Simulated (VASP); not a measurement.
# P (Pm-3m) in VASP: notebook

Runs on P. Level: PBE+D3(BJ). Tasks: elastic constants.

Program: VASP 6.6.1. These are calculated values, not measurements. Logs are shortened: lines on timing, memory, paths and dates and some standing lists are left out, and cuts for length are marked.

### 1 The cell of the first run

It takes space group Pm-3m (No. 221, cubic). Conventional cell: a = 2.355 Å, b = 2.355 Å, c = 2.355 Å, α = 90.00°, β = 90.00°, γ = 90.00°. P (site symmetry m-3m) has 6 P at 2.36 Å within 3.1 Å.

This isn't the form of P at room conditions, which is orthorhombic.

### 2 Elastic constants, PBE+D3(BJ)

File INCAR:

```
SYSTEM = P
  PREC = Accurate
  ENCUT = 600
  EDIFF = 1E-8
  ISMEAR = -1
  SIGMA = 0.15
  LREAL = .FALSE.
  LASPH = .TRUE.
  NELM = 80
  ALGO = Normal
  ISIF = 3
  LWAVE = .FALSE.
  LCHARG = .FALSE.
  GGA = PE
  IVDW = 12
  NBANDS = 8
  IBRION = 6
  NFREE = 2
  POTIM = 0.015
  NSW = 1
```

File KPOINTS:

```
Automatic mesh
0
G
  20 20 20
  0 0 0
```

File POSCAR:

```
P
1.0
    2.3551384759      0.0000000000      0.0000000000
    0.0000000000      2.3551384759      0.0000000000
    0.0000000000      0.0000000000      2.3551384759
P
1
Direct
    0.0000000000      0.0000000000      0.0000000000
```

Potentials or basis: VASP PAW PBE potentials, release 64 (P).

Launch:

```console
> cat potpaw_PBE.64/P/POTCAR > POTCAR
> mpirun -np 1 vasp_std > vasp.out
```

OUTCAR:

```text
SYSTEM = P
   PREC = Accurate
   ENCUT = 600
   EDIFF = 1E-8
   ISMEAR = -1
   LREAL = .FALSE.
   LASPH = .TRUE.
   NELM = 80
   ISIF = 3
   GGA = PE
   IVDW = 12
   IBRION = 6
   NFREE = 2
   POTIM = 0.015
   NSW = 1
 IVDW          = 12

 ion  position               nearest neighbor table
   1  0.000  0.000  0.000-

  LATTYP: Found a simple cubic cell.
 ALAT       =     2.3551384759

  Lattice vectors:

 A1 = (   2.3551384759,   0.0000000000,   0.0000000000)
 A2 = (   0.0000000000,   2.3551384759,   0.0000000000)
 A3 = (   0.0000000000,   0.0000000000,   2.3551384759)

Analysis of symmetry for initial positions (statically):
=====================================================================
 Subroutine PRICEL returns:
 Original cell was already a primitive cell.

 Routine SETGRP: Setting up the symmetry group for a
 simple cubic supercell.

 Subroutine GETGRP returns: Found 48 space group operations
 (whereof 48 operations were pure point group operations)
 out of a pool of 48 trial point group operations.

The static configuration has the point symmetry O_h .

Analysis of symmetry for dynamics (positions and initial velocities):
=====================================================================
 Subroutine PRICEL returns:
 Original cell was already a primitive cell.

 Routine SETGRP: Setting up the symmetry group for a
 simple cubic supercell.

 Subroutine GETGRP returns: Found 48 space group operations
 (whereof 48 operations were pure point group operations)
 out of a pool of 48 trial point group operations.

The dynamic configuration has the point symmetry O_h .

 Subroutine INISYM returns: Found 48 space group operations
 (whereof 48 operations are pure point group operations),
 and found     1 'primitive' translations

----------------------------------------------------------------------------------------

                                     Primitive cell

  volume of cell :      13.0632

  direct lattice vectors                    reciprocal lattice vectors
     2.355138476  0.000000000  0.000000000     0.424603483  0.000000000  0.000000000
     0.000000000  2.355138476  0.000000000     0.000000000  0.424603483  0.000000000
     0.000000000  0.000000000  2.355138476     0.000000000  0.000000000  0.424603483

  length of vectors
     2.355138476  2.355138476  2.355138476     0.424603483  0.424603483  0.424603483

  position of ions in fractional coordinates (direct lattice)
     0.000000000  0.000000000  0.000000000

  ion indices of the primitive-cell ions
   primitive index   ion index
                 1           1

----------------------------------------------------------------------------------------

 KPOINTS: Automatic mesh

Automatic generation of k-mesh.
 Grid dimensions read from file:
 generate k-points for:   20   20   20

 Generating k-lattice:

  Cartesian coordinates                     Fractional coordinates (reciprocal lattice)
     0.021230174  0.000000000  0.000000000     0.050000000  0.000000000  0.000000000
     0.000000000  0.021230174  0.000000000     0.000000000  0.050000000  0.000000000
     0.000000000  0.000000000  0.021230174     0.000000000  0.000000000  0.050000000

  Length of vectors
     0.021230174  0.021230174  0.021230174

  Shift w.r.t. Gamma in fractional coordinates (k-lattice)
     0.000000000  0.000000000  0.000000000

 Subroutine IBZKPT returns following result:
 ===========================================

 Found    286 irreducible k-points:

 Following reciprocal coordinates:
            Coordinates               Weight
  0.000000  0.000000  0.000000      1.000000
  0.050000  0.000000  0.000000      6.000000
  0.100000  0.000000  0.000000      6.000000
  0.150000  0.000000  0.000000      6.000000
  0.200000  0.000000  0.000000      6.000000
  0.250000  0.000000  0.000000      6.000000
[... 16 lines left out ...]
  0.150000  0.100000  0.000000     24.000000
  0.200000  0.100000  0.000000     24.000000
 [... further k-points ...]
   k-points           NKPTS =    286   k-points in BZ     NKDIM =    286   number of bands    NBANDS=      8
   number of dos      NEDOS =    301   number of ions     NIONS =      1
   total plane-waves  NPLWV =   8000
   dimension x,y,z NGX =    20 NGY =   20 NGZ =   20
   dimension x,y,z NGXF=    40 NGYF=   40 NGZF=   40
   ions per type =               1
   NGX,Y,Z   is equivalent  to a cutoff of  14.12, 14.12, 14.12 a.u.
   NGXF,Y,Z  is equivalent  to a cutoff of  28.24, 28.24, 28.24 a.u.
 SYSTEM =  P
   PREC   = accura    normal or accurate (medium, high low for compatibility)
   ISTART =      0    job   : 0-new  1-cont  2-samecut
   ICHARG =      2    charge: 1-file 2-atom 10-const
   ISPIN  =      1    spin polarized calculation?
   LNONCOLLINEAR =      F non collinear calculations
   LSORBIT =      F    spin-orbit coupling
   LASPH  =      T    aspherical Exc in radial PAW
   ENCUT  =  600.0 eV  44.10 Ry    6.64 a.u.   4.70  4.70  4.70*2*pi/ulx,y,z
   NELM   =     80;   NELMIN=  2; NELMDL= -5     # of ELM steps
   EDIFF  = 0.1E-07   stopping-criterion for ELM
   LREAL  =      F    real-space projection
   EDIFFG = 0.1E-06   stopping-criterion for IOM
   NSW    =     49    number of steps for IOM
   IBRION =      6    ionic relax: 0-MD 1-quasi-New 2-CG
   NFREE  =      2    steps in history (QN), initial steepest desc. (CG)
   ISIF   =      3    stress and relaxation
   ISYM   =      2    0-nonsym 1-usesym 2-fastsym
   POTIM  = 0.0150    time-step for ionic-motion
   TEBEG  =    0.0;   TEEND  =   0.0 temperature during run
   PSTRESS=    0.0 pullay stress
   NELECT =       5.0000    total number of electrons
   NUPDOWN=      -1.0000    fix difference up-down
   EMIN   =  10.00;   EMAX   =-10.00  energy-range for DOS
   EFERMI =   0.00;   METHOD = LEGACY
   ISMEAR =    -1;   SIGMA  =   0.15  broadening in eV -4-tet -1-fermi 0-gaus
   EFERMI_NEDOS =   21; number of points for ismear=-14 and -15
   IALGO  =     38    algorithm
   IMIX   =      4    mixing-type and parameters
     AMIX     =   0.40;   BMIX     =  1.00
     AMIX_MAG =   1.60;   BMIX_MAG =  1.00
  volume/ion in A,a.u.               =      13.06        88.15
  Fermi-wavevector in a.u.,A,eV,Ry     =   1.188635  2.246194 19.223023  1.412852
  Thomas-Fermi vector in A             =   2.324760
   LORBIT       =      0    0 simple, 1 ext, 2 COOP (PROOUT), +10 PAW based schemes
   GGA     = PE    functional components
   LHFCALC =     F    Hartree Fock is set to
   AEXX    =    0.0000 exact exchange contribution
   IVDW    =    12    specifies the selected vdW correction
   LEPSILON=     F    determine dielectric tensor
   LRPA    =     F    only Hartree local field effects (RPA)
 finite differences with symmetry
 non-spin polarized calculation
  energy-cutoff  :      600.00
  volume of cell :       13.06
 maximum number of plane-waves:       461
 NGX is ok and might be reduce to    20
   NGX =  9   NGY =  9   NGZ =  9

--------------------------------------- Ionic step        1  -------------------------------------------

 number of electron       4.9999999 magnetization

 Free energy of the ion-electron system (eV)
  ---------------------------------------------------
  ext. energy  EPLUGINS =         0.00000000
  ---------------------------------------------------
  free energy    TOTEN  =        -5.21166218 eV

  energy without entropy =       -5.18792069  energy(sigma->0) =       -5.19979144

------------------------ aborting loop because EDIFF is reached ----------------------------------------

 Edisp (eV)   -0.54101

 E8    (eV) :    -0.2041
[... 102 lines left out ...]
  FREE ENERGIE OF THE ION-ELECTRON SYSTEM (eV)
  ---------------------------------------------------
  free  energy   TOTEN  =        -5.7376116496 eV

  energy  without entropy=       -5.7145162002  energy(sigma->0) =       -5.72606392

[... ionic steps 4 to 12 ...]

--------------------------------------- Ionic step       13  -------------------------------------------

 number of electron       4.9999999 magnetization

------------------------ aborting loop because EDIFF is reached ----------------------------------------
[... 73 lines left out ...]
--------------------------------------- Ionic step       15  -------------------------------------------

 number of electron       4.9999999 magnetization

 Free energy of the ion-electron system (eV)
  ---------------------------------------------------
  ext. energy  EPLUGINS =         0.00000000
  ---------------------------------------------------
  free energy    TOTEN  =        -5.21166285 eV

  energy without entropy =       -5.18792137  energy(sigma->0) =       -5.19979211

 E-fermi :  11.3733     XC(G=0): -11.7625

 val. band max:       11.3652335700   @ k =   0.2500   0.2000   0.0500
 cond. band min:      11.4025228573   @ k =   0.2000   0.2000   0.0000
 fundamental gap:      0.0372892873
 Fermi energy:        11.3732642892

 k-point     1 :       0.0000    0.0000    0.0000
  band No.  band energies     occupation
      1      -6.3989      2.00000
      2      16.8980      0.00000
      3      16.8980      0.00000
      4      16.8980      0.00000
      5      17.9000      0.00000
      6      17.9000      0.00000
      7      26.8937      0.00000
      8      37.1839      0.00000
[... 243 lines left out ...]
 k-point    24 :       0.2000    0.1000    0.0000
  band No.  band energies     occupation
      1      -5.1626      2.00000
      2       9.7867      1.99995
      3      14.4570      0.00000
      4      17.8791      0.00000
      5      20.8196      0.00000
      6      25.1877      0.00000
      7      29.3476      0.00000
      8      31.6627      0.00000

 [... further k-points ...]

------------------------ aborting loop because EDIFF is reached ----------------------------------------

 Edisp (eV)   -0.54101

 E8    (eV) :    -0.2041
[... 24 lines left out ...]
  FREE ENERGIE OF THE ION-ELECTRON SYSTEM (eV)
  ---------------------------------------------------
  free  energy   TOTEN  =        -5.7526705366 eV

  energy  without entropy=       -5.7289290532  energy(sigma->0) =       -5.74079979

 INTERNAL STRAIN TENSORS FROM STRAINED CELLS
 ============================================

 INTERNAL STRAIN TENSOR FOR ION    1 for displacements in x,y,z  (eV/Angst):
          X           Y           Z          XY          YZ          ZX
  --------------------------------------------------------------------------------
  x     0.00000     0.00000     0.00000     0.00000     0.00000    -0.00000
  y     0.00000     0.00000     0.00000     0.00000     0.00000     0.00000
  z     0.00000     0.00000     0.00000     0.00000     0.00000     0.00000

 INTERNAL STRAIN TENSORS FROM DISPLACED ATOMS
 ============================================

 INTERNAL STRAIN TENSOR FOR ION    1 for displacements in x,y,z  (eV/Angst):
          X           Y           Z          XY          YZ          ZX
  --------------------------------------------------------------------------------
  x     0.00000     0.00000     0.00000     0.00000     0.00000     0.00000
  y     0.00000     0.00000     0.00000     0.00000     0.00000     0.00000
  z     0.00000     0.00000     0.00000     0.00000     0.00000     0.00000

 Eigenvectors and eigenvalues of the dynamical matrix
 ----------------------------------------------------

   1 f/i=    0.000000 THz     0.000000 2PiTHz    0.000000 cm-1     0.000000 meV
             X         Y         Z           dx          dy          dz
      0.000000  0.000000  0.000000     0.000000   -1.000000    0.000000

   2 f/i=    0.000000 THz     0.000000 2PiTHz    0.000000 cm-1     0.000000 meV
             X         Y         Z           dx          dy          dz
      0.000000  0.000000  0.000000    -1.000000    0.000000    0.000000

   3 f/i=    0.000000 THz     0.000000 2PiTHz    0.000000 cm-1     0.000000 meV
             X         Y         Z           dx          dy          dz
      0.000000  0.000000  0.000000     0.000000    0.000000    1.000000

--------------------------------------------------------------------------------------------------------

 ELASTIC MODULI CONTR FROM IONIC RELAXATION (kBar)
 Direction    XX          YY          ZZ          XY          YZ          ZX
 --------------------------------------------------------------------------------
 XX           0.0000      0.0000      0.0000      0.0000      0.0000      0.0000
 YY           0.0000      0.0000      0.0000      0.0000      0.0000      0.0000
 ZZ           0.0000      0.0000      0.0000      0.0000      0.0000      0.0000
 XY           0.0000      0.0000      0.0000      0.0000      0.0000      0.0000
 YZ           0.0000      0.0000      0.0000      0.0000      0.0000      0.0000
 ZX           0.0000      0.0000      0.0000      0.0000      0.0000      0.0000
 --------------------------------------------------------------------------------

 TOTAL ELASTIC MODULI (kBar)
 Direction    XX          YY          ZZ          XY          YZ          ZX
 --------------------------------------------------------------------------------
 XX        3384.9690    686.5724    686.5724      0.0000      0.0000      0.0000
 YY         686.5724   3384.9690    686.5724      0.0000     -0.0000     -0.0000
 ZZ         686.5724    686.5724   3384.9690      0.0000      0.0000      0.0000
 XY           0.0000      0.0000      0.0000    655.3909      0.0000      0.0000
 YZ           0.0000     -0.0000      0.0000      0.0000    655.3909      0.0000
 ZX           0.0000     -0.0000      0.0000      0.0000      0.0000    655.3909
 --------------------------------------------------------------------------------
```

Wall time 9.1 min (1 thread of AMD EPYC 9R45 (Zen 5), shared host); peak memory 0.48 GiB.

Results:

* Elastic constants C11, C12, C44: 338, 69, 66 GPa
* Voigt bulk modulus: 159 GPa
* Dispersion energy per atom: -0.541 eV

Elastic tensor in Voigt notation (GPa, in the Cartesian axes of the cell as first typed):
```
338  69  69   0   0   0
 69 338  69   0   0   0
 69  69 338   0   0   0
  0   0   0  66   0   0
  0   0   0   0  66   0
  0   0   0   0   0  66
```

Clamped-ion elastic tensor (GPa):
```
338  69  69   0   0   0
 69 338  69   0   0   0
 69  69 338   0   0   0
  0   0   0  66   0   0
  0   0   0   0  66   0
  0   0   0   0   0  66
```

Caveat: the cell is under stress, which shifts elastic constants.

(Continued in part 2 of 2.)
